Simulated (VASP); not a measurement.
Write the native input for VASP 6.6.1 that does the following.

| Property | Result |
| --- | --- |
| Task | single point |
| Functional | PBE |
| Potentials or basis | VASP PAW PBE potentials, release 64 (P, B) |
| Cutoff | 520 eV |
| k mesh | 1 × 1 × 1, shifted |
| Occupations | fermi-dirac, width 0.05 eV |
| Spin | no spin polarisation |
| Dipole correction | no |
| Further INCAR settings | LREAL = Auto; ALGO = Normal; EDIFF = 1e-07; NBANDS = 72; ISYM = 0 |

The structure of B6P7 lies in POSCAR:

```
B6P7
1.0
    7.0133910000      0.4643600000      0.0424130000
    0.4643600000      7.2659330000      0.0942560000
    0.0424130000      0.0942560000      7.1824730000
P B
14 12
Direct
    0.9616283081      0.1377042827      0.1892419232
    0.8707281316      0.4390191834      0.2092568417
    0.6237967996      0.2427176665      0.6239540768
    0.1915857044      0.0085505005      0.0088896038
    0.7104618720      0.4300837308      0.8813906030
    0.4953748608      0.8659073700      0.5882786752
    0.2983467095      0.9241608177      0.2986243762
    0.1180229649      0.6583332834      0.4046673660
    0.8412212657      1.0218315102      0.7159990064
    0.2901394917      0.3342279074      0.0140812681
    0.2969538308      0.2585979629      0.5207630976
    0.2408905976      0.6354718098      0.8822615938
    0.5359191047      0.5039939140      0.3439313469
    0.8301003210      0.8029206627      0.4786419476
    0.6291839326      0.8870243988      0.8247570231
    0.4836942841      0.7266152175      0.1986848026
    0.5234767188      0.6567615701      0.8021429476
    0.5263976581      0.2696568657      0.8767957942
    0.6102396199      0.8767345703      0.0865884791
    0.4335052288      0.3087508410      0.2386011230
    0.0935997201      0.5545746774      0.1568450260
    0.7602831127      0.9797366458      0.2715382369
    0.5477842220      0.0890335481      0.1848595716
    0.4989283466      0.0607934476      0.9559658358
    0.2492989183      0.5173720107      0.6099154245
    0.4559465809      0.6045010686      0.5616022622
```

One way to write it, as run:

INCAR

```
SYSTEM = B6P7
ALGO = Normal ; EDIFF = 1E-7
ENCUT = 520 ; GGA = PE
ISIF = 2 ; ISMEAR = -1
ISYM = 0 ; LASPH = .TRUE.
LCHARG = .TRUE. ; LELF = .TRUE.
LREAL = Auto ; LVHAR = .TRUE.
LWAVE = .FALSE. ; NBANDS = 72
NELM = 100 ; PREC = Accurate
SIGMA = 0.05
```

KPOINTS

```
Automatic mesh
0
Gamma
  1 1 1
  0.25 0.25 0.25
```

Potentials or basis: VASP PAW PBE potentials, release 64 (P, B).

Command:

```console
$ cat potpaw_PBE.64/P/POTCAR potpaw_PBE.64/B/POTCAR > POTCAR
$ mpirun -np 1 vasp_std > vasp.out
```

It gave:

```
Pressure               : 0.3 GPa
Largest force          : 2.970 eV/Å
Band gap on the k mesh : 0.39 eV
```

Caveat: the k points lie up to 0.90 Å⁻¹ apart.

It took 110 s on 1 thread of Intel(R) Xeon(R) Platinum 8259CL CPU @ 2.50GHz (Skylake/Cascade Lake), on a shared host, peak memory 0.41 GiB.
